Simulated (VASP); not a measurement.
# GaN (F-43m) in VASP: further runs, part 2 of 2

VASP 6.6.1. The steps go on from the part before.

**3. Relaxation of cell and atoms, r2SCAN+rVV10**

Contents of POSCAR:

```
GaN
1.0
    0.0000000000      2.2535006100      2.2535006100
    2.2535006100      0.0000000000      2.2535006100
    2.2535006100      2.2535006100      0.0000000000
Ga N
1 1
Direct
    0.0000000000      0.0000000000      0.0000000000
    0.7500000000      0.7500000000      0.7500000000
```

Contents of INCAR.step1:

```
PREC = Accurate ; ENCUT = 600
ISMEAR = 1 ; SIGMA = 0.02
LREAL = False ; LASPH = True
NELM = 100 ; GGA = PE
ALGO = Normal ; EDIFF = 1E-4
LWAVE = True ; LCHARG = False
```

Contents of INCAR.step2:

```
PREC = Accurate ; ENCUT = 600
EDIFF = 1E-7 ; ISMEAR = 1
SIGMA = 0.02 ; LREAL = False
LASPH = True ; NELM = 100
ALGO = Normal ; ISIF = 3
LWAVE = False ; LCHARG = False
METAGGA = R2SCAN ; LMIXTAU = True
LUSE_VDW = True ; IVDW_NL = 2
BPARAM = 11.95 ; CPARAM = 0.0093
IBRION = 2 ; NSW = 80
EDIFFG = -0.05 ; ISTART = 1
```

Contents of KPOINTS:

```
Automatic mesh
0
Gamma
  8 8 8
```

Potentials or basis: VASP PAW PBE potentials, release 64 (Ga_d, N).

Command:

```bash
$ cat potpaw_PBE.64/Ga_d/POTCAR potpaw_PBE.64/N/POTCAR > POTCAR
$ cp INCAR.step1 INCAR
$ mpirun -np 1 vasp_std > vasp.out
$ cp INCAR.step2 INCAR
$ mpirun -np 1 vasp_std > vasp.out
```

OUTCAR:

```text
PREC = Accurate
   ENCUT = 600
   EDIFF = 1E-7
   ISMEAR = 1
   LREAL = False
   LASPH = True
   NELM = 100
   ISIF = 3
   METAGGA = R2SCAN
   IVDW_NL = 2
   BPARAM = 11.95
   IBRION = 2
   NSW = 80
   EDIFFG = -0.05
   ISTART = 1

 ion  position               nearest neighbor table
   1  0.000  0.000  0.000-   2 1.95   2 1.95   2 1.95   2 1.95
   2  0.750  0.750  0.750-   1 1.95   1 1.95   1 1.95   1 1.95

  LATTYP: Found a face centered cubic cell.
 ALAT       =     4.5070012200

  Lattice vectors:

 A1 = (   0.0000000000,   2.2535006100,   2.2535006100)
 A2 = (   2.2535006100,   0.0000000000,   2.2535006100)
 A3 = (   2.2535006100,   2.2535006100,   0.0000000000)

Analysis of symmetry for initial positions (statically):
=====================================================================
 Subroutine PRICEL returns:
 Original cell was already a primitive cell.

 Routine SETGRP: Setting up the symmetry group for a
 face centered cubic supercell.

 Subroutine GETGRP returns: Found 24 space group operations
 (whereof 24 operations were pure point group operations)
 out of a pool of 48 trial point group operations.

The static configuration has the point symmetry T_d .

Analysis of symmetry for dynamics (positions and initial velocities):
=====================================================================
 Subroutine PRICEL returns:
 Original cell was already a primitive cell.

 Routine SETGRP: Setting up the symmetry group for a
 face centered cubic supercell.

 Subroutine GETGRP returns: Found 24 space group operations
 (whereof 24 operations were pure point group operations)
 out of a pool of 48 trial point group operations.

The dynamic configuration has the point symmetry T_d .

 Subroutine INISYM returns: Found 24 space group operations
 (whereof 24 operations are pure point group operations),
 and found     1 'primitive' translations
[... 129 lines left out ...]
 non-spin polarized calculation
 Methfessel and Paxton  Order N= 1 SIGMA  =   0.02
  energy-cutoff  :      600.00
  volume of cell :       22.89
 maximum number of plane-waves:       778
 NGX is ok and might be reduce to    28
   NGX = 13   NGY = 13   NGZ = 13

--------------------------------------- Ionic step        1  -------------------------------------------

 number of electron      18.0000005 magnetization

 Free energy of the ion-electron system (eV)
  ---------------------------------------------------
  ext. energy  EPLUGINS =         0.00000000
  ---------------------------------------------------
  free energy    TOTEN  =       -21.40183013 eV

  energy without entropy =      -21.40183692  energy(sigma->0) =      -21.40183239

------------------------ aborting loop because EDIFF is reached ----------------------------------------

  FORCE on cell =-STRESS in cart. coord.  units (eV):
  Direction    XX          YY          ZZ          XY          YZ          ZX
  --------------------------------------------------------------------------------------
  -------------------------------------------------------------------------------------
  Total       -0.1929744     -0.1929744     -0.1929744      0.0000000      0.0000000     -0.0000000
  in kB      -13.5085057    -13.5085057    -13.5085057      0.0000000      0.0000000     -0.0000000
  external PRESSURE =     -13.5085057 kB  Pullay stress =       0.0000000 kB
[... 59 lines left out ...]
--------------------------------------- Ionic step        3  -------------------------------------------

 number of electron      18.0000004 magnetization

 Free energy of the ion-electron system (eV)
  ---------------------------------------------------
  ext. energy  EPLUGINS =         0.00000000
  ---------------------------------------------------
  free energy    TOTEN  =       -21.40252559 eV

  energy without entropy =      -21.40253239  energy(sigma->0) =      -21.40252786

 E-fermi :   5.1005     XC(G=0): -12.7302

 val. band max:        5.0836954779   @ k =   0.0000   0.0000   0.0000
 cond. band min:       7.2176673421   @ k =   0.0000   0.0000   0.0000
 fundamental gap:      2.1339718642
 Fermi energy:         5.1005284407

 k-point     1 :       0.0000    0.0000    0.0000
  band No.  band energies     occupation
      1     -11.7203      2.00000
      2      -8.7328      2.00000
      3      -8.7328      2.00000
      4      -8.7328      2.00000
      5      -8.3729      2.00000
      6      -8.3729      2.00000
      7       5.0837      2.00009
      8       5.0837      2.00001
      9       5.0837      1.99990
     10       7.2177      0.00000
     11      16.1193      0.00000
     12      16.1193      0.00000
     13      16.1193      0.00000
[... 354 lines left out ...]
  band No.  band energies     occupation
      1     -10.5859      2.00000
      2      -8.6118      2.00000
      3      -8.5506      2.00000
      4      -8.3964      2.00000
      5      -8.3408      2.00000
      6      -6.9602      2.00000
      7      -1.4908      2.00000
      8       1.9917      2.00000
      9       3.2484      2.00000
     10      12.3406      0.00000
     11      12.6276      0.00000
     12      15.9461      0.00000
     13      17.5559      0.00000

 [... further k-points ...]
[... 5 lines left out ...]
  --------------------------------------------------------------------------------------
  -------------------------------------------------------------------------------------
  Total        0.0169944      0.0169944      0.0169944      0.0000000      0.0000000     -0.0000000
  in kB        1.1985107      1.1985107      1.1985107      0.0000000      0.0000000     -0.0000000
  external PRESSURE =       1.1985107 kB  Pullay stress =       0.0000000 kB
[... 17 lines left out ...]
  FREE ENERGIE OF THE ION-ELECTRON SYSTEM (eV)
  ---------------------------------------------------
  free  energy   TOTEN  =       -21.4025255947 eV

  energy  without entropy=      -21.4025323891  energy(sigma->0) =      -21.40252786

 reached required accuracy - stopping structural energy minimisation
```

OUTCAR.step1:

```text
PREC = Accurate
   ENCUT = 600
   ISMEAR = 1
   LREAL = False
   LASPH = True
[... 606 lines left out ...]
      0.00000      0.00000      0.00000         0.000000      0.000000      0.000000
      3.38025      3.38025      3.38025        -0.000000     -0.000000     -0.000000
 -----------------------------------------------------------------------------------
    total drift:                               -0.000001     -0.000001     -0.000001

  FREE ENERGIE OF THE ION-ELECTRON SYSTEM (eV)
  ---------------------------------------------------
  free  energy   TOTEN  =       -12.1441891507 eV

  energy  without entropy=      -12.1441959451  energy(sigma->0) =      -12.14419142
```

Run time: 7.2 min. Hardware: 1 thread of AMD EPYC 7R13, shared host; peak memory 0.25 GiB.

Results:

| Item | Value |
| --- | --- |
| Free energy | -21.4025 eV |
| Relaxed volume | 11.36 Å³/atom |
| Relaxed cell | a = 3.179 Å, b = 3.179 Å, c = 3.179 Å, α = 60.00°, β = 60.00°, γ = 60.00° |
| Space group after relaxing (to 0.05 Å) | F-43m (No. 216) |
| Energy gained by relaxing | 0.3 meV/atom |
| Ionic steps | 3 |
| Pressure after relaxing | 0.1 GPa |
| Band gap on the k mesh | 2.13 eV, direct |

The path:
| step | energy change (eV) | largest force (eV/Å) | pressure (GPa) | volume (Å³) |
| --- | --- | --- | --- | --- |
| 1 | 0.0000 | 0.0000 | -1.35 | 22.89 |
| 2 | 0.0000 | 0.0000 | 1.73 | 22.57 |
| 3 | -0.0007 | 0.0000 | 0.12 | 22.72 |

Final structure:
```
Ga N
1.0
     0.00000    2.24792    2.24792
     2.24792    0.00000    2.24792
     2.24792    2.24792    0.00000
Ga N
1 1
Direct
  0.00000 0.00000 0.00000
  0.75000 0.75000 0.75000
```

Caveat: the PAW data sets were made with another functional, which shifts forces and pressure a little. r2SCAN opens gaps a little over a GGA but as a rule still falls short of measured ones.
